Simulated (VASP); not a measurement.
Here is a VASP 6.6.1 calculation.

Contents of INCAR:

```
  PREC = Accurate
  ENCUT = 600
  EDIFF = 1E-6
  ISMEAR = -1
  SIGMA = 0.1
  LREAL = F
  LASPH = T
  NELM = 60
  ALGO = Normal
  ISIF = 8
  LWAVE = F
  LCHARG = F
  GGA = PS
  IBRION = 2
  NSW = 80
  EDIFFG = -0.02
```

File KPOINTS:

```
regular mesh
0
Gamma
  17 17 9
```

POSCAR

```
Mg
1.0
    3.2093000000      0.0000000000      0.0000000000
   -1.6046500000      2.7793350000      0.0000000000
    0.0000000000      0.0000000000      5.2103000000
Mg
2
Direct
    0.3333333333      0.6666666667      0.2500000000
    0.6666666667      0.3333333333      0.7500000000
```

Potentials or basis: VASP PAW PBE potentials, release 64 (Mg).

Launch:

```console
$ cat potpaw_PBE.64/Mg/POTCAR > POTCAR
$ mpirun -np 1 vasp_std > vasp.out
```

(1) Estimate the space group after relaxing (to 0.1 Å).

(2) Estimate the band gap on the k mesh.

(3) Predict the relaxed cell.

(4) Estimate the relaxed volume.

Results:

(1) P6_3/mmc (No. 194).

(2) zero (bands 2 and 3 overlap by 2.37 eV).

(3) a = 3.176 Å, b = 3.176 Å, c = 5.156 Å, α = 90.00°, β = 90.00°, γ = 120.00°.

(4) 22.52 Å³/atom.

Caveat: the PAW data sets were made with another functional, which shifts forces and pressure a little.
